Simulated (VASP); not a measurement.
A run of VASP 6.6.1 is set up as follows.

The input INCAR:

```
SYSTEM = SnO
  PREC = Accurate
  ENCUT = 520
  EDIFF = 1E-8
  ISMEAR = -1
  SIGMA = 0.01
  LREAL = .False.
  LASPH = .True.
  NELM = 100
  ALGO = Normal
  ISIF = 2
  LWAVE = .False.
  LCHARG = .False.
  GGA = PE
  LEFG = .True.
  NBANDS = 28
```

The input KPOINTS:

```
Automatic mesh
0
Gamma
  8 8 6
  0 0 0
```

POSCAR

```
SnO
1.0
    3.7892841860      0.0000000000      0.0000000000
    0.0000000000      3.7892841860      0.0000000000
    0.0000000000      0.0000000000      4.8198259661
Sn O
2 2
Direct
    0.0000000000      0.5000000000      0.2385000000
    0.5000000000      0.0000000000      0.7615000000
    0.0000000000      0.0000000000      0.0000000000
    0.5000000000      0.5000000000      0.0000000000
```

Potentials or basis: VASP PAW PBE potentials, release 64 (Sn_d, O).

Launch:

```console
$ cat potpaw_PBE.64/Sn_d/POTCAR potpaw_PBE.64/O/POTCAR > POTCAR
$ mpirun -np 1 vasp_std > vasp.out
```

**Question.** Estimate the band gap on the k mesh.

**Answer.** Zero (bands 20 and 21 overlap by 0.01 eV).

**Question.** Estimate the pressure.

**Answer.** 5.5 GPa.

**Question.** Estimate the largest force.

**Answer.** 0.593 eV/Å.

Forces on the atoms (eV/Å):
```
Sn   0.000  0.000  0.593
Sn   0.000  0.000 -0.593
O    0.000  0.000  0.000
O    0.000  0.000  0.000
```

Caveat: the cell stands under pressure; semilocal functionals underestimate gaps, and a narrow one can read as zero; without QUAD_EFG the Cq values of the log hold for a quadrupole moment of 1 mb, not for the nuclei; spin-orbit coupling is left out, which moves the levels of the heavy elements.
